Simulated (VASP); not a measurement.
# Ir (P6/mmm) in VASP: notebook

The runs below take Ir through single point, relaxation of cell and atoms, with PBEsol.

All numbers are computed with VASP 6.6.1; they aren't measurements. Logs are shortened: lines on timing, memory, paths and dates and some standing lists are left out, and cuts for length are marked.

### Step 1. The cell of the first run

Symmetry: P6/mmm, No. 191, hexagonal system. The conventional cell has a = 4.447 Å, b = 4.447 Å, c = 2.743 Å, α = 90.00°, β = 90.00°, γ = 120.00°. Within 3.6 Å of Ir (site symmetry 6/mmm) lie 14 Ir at 2.74 to 2.91 Å. Ir (site symmetry -6m2) has 11 Ir at 2.57 to 2.91 Å within 3.4 Å.

### Step 2. Single point, PBEsol (volume scaled by 1.08)

File INCAR:

```
PREC = Accurate
ENCUT = 520
EDIFF = 1E-6
ISMEAR = -1
SIGMA = 0.1
LREAL = False
LASPH = True
NELM = 100
ALGO = Normal
ISIF = 2
LWAVE = False
LCHARG = False
GGA = PS
NBANDS = 20
```

File KPOINTS:

```
Automatic mesh
0
Gamma
  11 11 15
```

File POSCAR:

```
Ir
1.0
    4.4469108331      0.0000000000      0.0000000000
   -2.2234554165      3.8511377499      0.0000000000
    0.0000000000      0.0000000000      2.7429104363
Ir
3
Direct
    0.0000000000      0.0000000000      0.0000000000
    0.3333333333      0.6666666667      0.5000000000
    0.6666666667      0.3333333333      0.5000000000
```

Potentials or basis: VASP PAW PBE potentials, release 64 (Ir).

Started as:

```sh
cat potpaw_PBE.64/Ir/POTCAR > POTCAR
mpirun -np 1 vasp_std > vasp.out
```

OUTCAR:

```text
PREC = Accurate
   ENCUT = 520
   EDIFF = 1E-6
   ISMEAR = -1
   LREAL = False
   LASPH = True
   NELM = 100
   ISIF = 2
   GGA = PS

 ion  position               nearest neighbor table
   1  0.000  0.000  0.000-   2 2.91   3 2.91   2 2.91   3 2.91   3 2.91   3 2.91   2 2.91   2 2.91
                             3 2.91   3 2.91   2 2.91   2 2.91
   2  0.333  0.667  0.500-   3 2.57   3 2.57   3 2.57   1 2.91   1 2.91   1 2.91   1 2.91   1 2.91
                             1 2.91
   3  0.667  0.333  0.500-   2 2.57   2 2.57   2 2.57   1 2.91   1 2.91   1 2.91   1 2.91   1 2.91
                             1 2.91

  LATTYP: Found a hexagonal cell.
 ALAT       =     4.4469108331
 C/A-ratio  =     0.6168125558

  Lattice vectors:

 A1 = (   4.4469108331,   0.0000000000,   0.0000000000)
 A2 = (  -2.2234554165,   3.8511377499,   0.0000000000)
 A3 = (   0.0000000000,   0.0000000000,   2.7429104363)

Analysis of symmetry for initial positions (statically):
=====================================================================
 Subroutine PRICEL returns:
 Original cell was already a primitive cell.

 Routine SETGRP: Setting up the symmetry group for a
 hexagonal supercell.

 Subroutine GETGRP returns: Found 24 space group operations
 (whereof 24 operations were pure point group operations)
 out of a pool of 24 trial point group operations.

The static configuration has the point symmetry D_6h.

Analysis of symmetry for dynamics (positions and initial velocities):
=====================================================================
 Subroutine PRICEL returns:
 Original cell was already a primitive cell.

 Routine SETGRP: Setting up the symmetry group for a
 hexagonal supercell.

 Subroutine GETGRP returns: Found 24 space group operations
 (whereof 24 operations were pure point group operations)
 out of a pool of 24 trial point group operations.

The dynamic configuration has the point symmetry D_6h.

 Subroutine INISYM returns: Found 24 space group operations
 (whereof 24 operations are pure point group operations),
 and found     1 'primitive' translations

----------------------------------------------------------------------------------------

                                     Primitive cell

  volume of cell :      46.9742

  direct lattice vectors                    reciprocal lattice vectors
     4.446910833  0.000000000  0.000000000     0.224875208  0.129831762  0.000000000
    -2.223455416  3.851137750  0.000000000     0.000000000  0.259663524  0.000000000
     0.000000000  0.000000000  2.742910436     0.000000000  0.000000000  0.364576250

  length of vectors
     4.446910833  4.446910833  2.742910436     0.259663524  0.259663524  0.364576250

  position of ions in fractional coordinates (direct lattice)
     0.000000000  0.000000000  0.000000000
     0.333333333  0.666666667  0.500000000
     0.666666667  0.333333333  0.500000000

  ion indices of the primitive-cell ions
   primitive index   ion index
                 1           1
                 2           2
                 3           3

----------------------------------------------------------------------------------------

 KPOINTS: Automatic mesh

Automatic generation of k-mesh.
 Grid dimensions read from file:
 generate k-points for:   11   11   15

 Generating k-lattice:

  Cartesian coordinates                     Fractional coordinates (reciprocal lattice)
     0.020443201  0.011802887  0.000000000     0.090909091  0.000000000  0.000000000
     0.000000000  0.023605775  0.000000000     0.000000000  0.090909091  0.000000000
     0.000000000  0.000000000  0.024305083     0.000000000  0.000000000  0.066666667

  Length of vectors
     0.023605775  0.023605775  0.024305083

  Shift w.r.t. Gamma in fractional coordinates (k-lattice)
     0.000000000  0.000000000  0.000000000

 Subroutine IBZKPT returns following result:
 ===========================================

 Found    128 irreducible k-points:

 Following reciprocal coordinates:
            Coordinates               Weight
  0.000000  0.000000  0.000000      1.000000
  0.090909  0.000000  0.000000      6.000000
  0.181818 -0.000000  0.000000      6.000000
  0.272727  0.000000  0.000000      6.000000
  0.363636  0.000000  0.000000      6.000000
  0.454545 -0.000000  0.000000      6.000000
[... 16 lines left out ...]
  0.090909  0.090909  0.066667     12.000000
  0.181818  0.090909  0.066667     24.000000
 [... further k-points ...]
   k-points           NKPTS =    128   k-points in BZ     NKDIM =    128   number of bands    NBANDS=     20
   number of dos      NEDOS =    301   number of ions     NIONS =      3
   total plane-waves  NPLWV =  25920
   dimension x,y,z NGX =    36 NGY =   36 NGZ =   20
   dimension x,y,z NGXF=    72 NGYF=   72 NGZF=   40
   ions per type =               3
   NGX,Y,Z   is equivalent  to a cutoff of  13.46, 13.46, 12.12 a.u.
   NGXF,Y,Z  is equivalent  to a cutoff of  26.92, 26.92, 24.24 a.u.
 SYSTEM =  unknown system
   PREC   = accura    normal or accurate (medium, high low for compatibility)
   ISTART =      0    job   : 0-new  1-cont  2-samecut
   ICHARG =      2    charge: 1-file 2-atom 10-const
   ISPIN  =      1    spin polarized calculation?
   LNONCOLLINEAR =      F non collinear calculations
   LSORBIT =      F    spin-orbit coupling
   LASPH  =      T    aspherical Exc in radial PAW
   ENCUT  =  520.0 eV  38.22 Ry    6.18 a.u.   8.27  8.27  5.10*2*pi/ulx,y,z
   NELM   =    100;   NELMIN=  2; NELMDL= -5     # of ELM steps
   EDIFF  = 0.1E-05   stopping-criterion for ELM
   LREAL  =      F    real-space projection
   EDIFFG = 0.1E-04   stopping-criterion for IOM
   NSW    =      0    number of steps for IOM
   IBRION =     -1    ionic relax: 0-MD 1-quasi-New 2-CG
   NFREE  =      0    steps in history (QN), initial steepest desc. (CG)
   ISIF   =      2    stress and relaxation
   ISYM   =      2    0-nonsym 1-usesym 2-fastsym
   POTIM  = 0.5000    time-step for ionic-motion
   TEBEG  =    0.0;   TEEND  =   0.0 temperature during run
   PSTRESS=    0.0 pullay stress
   NELECT =      27.0000    total number of electrons
   NUPDOWN=      -1.0000    fix difference up-down
   EMIN   =  10.00;   EMAX   =-10.00  energy-range for DOS
   EFERMI =   0.00;   METHOD = LEGACY
   ISMEAR =    -1;   SIGMA  =   0.10  broadening in eV -4-tet -1-fermi 0-gaus
   EFERMI_NEDOS =   21; number of points for ismear=-14 and -15
   IALGO  =     38    algorithm
   IMIX   =      4    mixing-type and parameters
     AMIX     =   0.40;   BMIX     =  1.00
     AMIX_MAG =   1.60;   BMIX_MAG =  1.00
  volume/ion in A,a.u.               =      15.66       105.67
  Fermi-wavevector in a.u.,A,eV,Ry     =   1.361162  2.572223 25.208346  1.852761
  Thomas-Fermi vector in A             =   2.487762
   LORBIT       =      0    0 simple, 1 ext, 2 COOP (PROOUT), +10 PAW based schemes
   GGA     = PS    functional components
   LHFCALC =     F    Hartree Fock is set to
   AEXX    =    0.0000 exact exchange contribution
   IVDW    =     0    specifies the selected vdW correction
   LEPSILON=     F    determine dielectric tensor
   LRPA    =     F    only Hartree local field effects (RPA)
 non-spin polarized calculation
  energy-cutoff  :      520.00
  volume of cell :       46.97
 maximum number of plane-waves:      1289
 NGX is ok and might be reduce to    36
   NGX = 17   NGY = 17   NGZ = 11

 number of electron      26.9999999 magnetization

 Free energy of the ion-electron system (eV)
  ---------------------------------------------------
  ext. energy  EPLUGINS =         0.00000000
  ---------------------------------------------------
  free energy    TOTEN  =       -28.21110033 eV

  energy without entropy =      -28.04412741  energy(sigma->0) =      -28.12761387

 E-fermi :   8.5677     XC(G=0): -13.4944

 val. band max:        8.5606629844   @ k =   0.4545  -0.0000   0.0667
 cond. band min:       8.5706594666   @ k =   0.1818  -0.0000   0.4667
 fundamental gap:      0.0099964822
 Fermi energy:         8.5676841019

 k-point     1 :       0.0000    0.0000    0.0000
  band No.  band energies     occupation
      1      -1.5553      2.00000
      2       2.1539      2.00000
      3       4.1900      2.00000
      4       4.4496      2.00000
      5       4.4496      2.00000
      6       4.4616      2.00000
[... 12 lines left out ...]
     19      16.5183      0.00000
     20      16.5204      0.00000

 k-point     2 :       0.0909    0.0000    0.0000
  band No.  band energies     occupation
      1      -1.4357      2.00000
      2       2.1875      2.00000
      3       3.7396      2.00000
      4       4.0699      2.00000
      5       4.1168      2.00000
      6       4.7123      2.00000
[... 12 lines left out ...]
     19      15.0793      0.00000
     20      15.9123      0.00000

 k-point     3 :       0.1818   -0.0000    0.0000
  band No.  band energies     occupation
      1      -1.0859      2.00000
      2       2.2437      2.00000
      3       3.0894      2.00000
      4       3.7624      2.00000
      5       3.8221      2.00000
      6       4.6843      2.00000
[... 12 lines left out ...]
     19      14.8155      0.00000
     20      16.5815      0.00000

 k-point     4 :       0.2727    0.0000    0.0000
  band No.  band energies     occupation
      1      -0.5338      2.00000
      2       2.0792      2.00000
      3       2.7509      2.00000
      4       3.3854      2.00000
      5       3.7005      2.00000
      6       4.5202      2.00000
[... 429 lines left out ...]
 k-point    23 :       0.0909    0.0909    0.0667
  band No.  band energies     occupation
      1      -1.0833      2.00000
      2       2.3741      2.00000
      3       3.4118      2.00000
      4       3.4356      2.00000
      5       4.2634      2.00000
      6       4.7117      2.00000
[... 12 lines left out ...]
     19      15.3045      0.00000
     20      16.1245      0.00000

 k-point    24 :       0.1818    0.0909    0.0667
  band No.  band energies     occupation
      1      -0.6370      2.00000
      2       2.3305      2.00000
      3       2.9105      2.00000
      4       3.1993      2.00000
      5       4.0857      2.00000
      6       4.7258      2.00000
[... 12 lines left out ...]
     19      15.5435      0.00000
     20      16.9783      0.00000

 [... further k-points ...]

------------------------ aborting loop because EDIFF is reached ----------------------------------------

  FORCE on cell =-STRESS in cart. coord.  units (eV):
  Direction    XX          YY          ZZ          XY          YZ          ZX
  --------------------------------------------------------------------------------------
  -------------------------------------------------------------------------------------
  Total       -6.6796394     -6.6796394     -6.1764057     -0.0000000     -0.0000000      0.0000000
  in kB     -227.8266360   -227.8266360   -210.6625308     -0.0000000     -0.0000000      0.0000000
  external PRESSURE =    -222.1052676 kB  Pullay stress =       0.0000000 kB

 VOLUME and BASIS-vectors are now :
 -----------------------------------------------------------------------------
  energy-cutoff  :      520.00
  volume of cell :       46.97
      direct lattice vectors                 reciprocal lattice vectors
     4.446910833  0.000000000  0.000000000     0.224875208  0.129831762  0.000000000
    -2.223455416  3.851137750  0.000000000     0.000000000  0.259663524  0.000000000
     0.000000000  0.000000000  2.742910436     0.000000000  0.000000000  0.364576250

 POSITION                                       TOTAL-FORCE (eV/Angst)
 -----------------------------------------------------------------------------------
      0.00000      0.00000      0.00000         0.000000      0.000000     -0.000000
     -0.00000      2.56743      1.37146         0.000000      0.000000      0.000000
      2.22346      1.28371      1.37146        -0.000000     -0.000000     -0.000000
 -----------------------------------------------------------------------------------
    total drift:                                0.000000      0.000000     -0.000000

  FREE ENERGIE OF THE ION-ELECTRON SYSTEM (eV)
  ---------------------------------------------------
  free  energy   TOTEN  =       -28.2111003325 eV

  energy  without entropy=      -28.0441274057  energy(sigma->0) =      -28.12761387
```

Wall time 38 s (1 thread of Intel Xeon 6975P-C (Granite Rapids), shared host); peak memory 0.23 GiB.

Results:

```
Free energy : -28.2111 eV
Pressure    : -22.2 GPa
```

Stress tensor (GPa, compression positive):
```
-22.78   0.00   0.00
  0.00 -22.78   0.00
  0.00   0.00 -21.07
```

Levels at points of the mesh, in eV from the Fermi level:
```
           k point  band 10  band 11  band 12  band 13  band 14  band 15  band 16  band 17  band 18  band 19
(0.00, 0.00, 0.00)    -2.73    -1.82    -1.82    -1.78    -1.78     1.04     1.04     5.57     6.82     7.95
```

Caveat: the PAW data sets were made with another functional, which shifts forces and pressure a little; spin-orbit coupling is left out, which moves the levels of the heavy elements.

(Continued in part 2 of 2.)
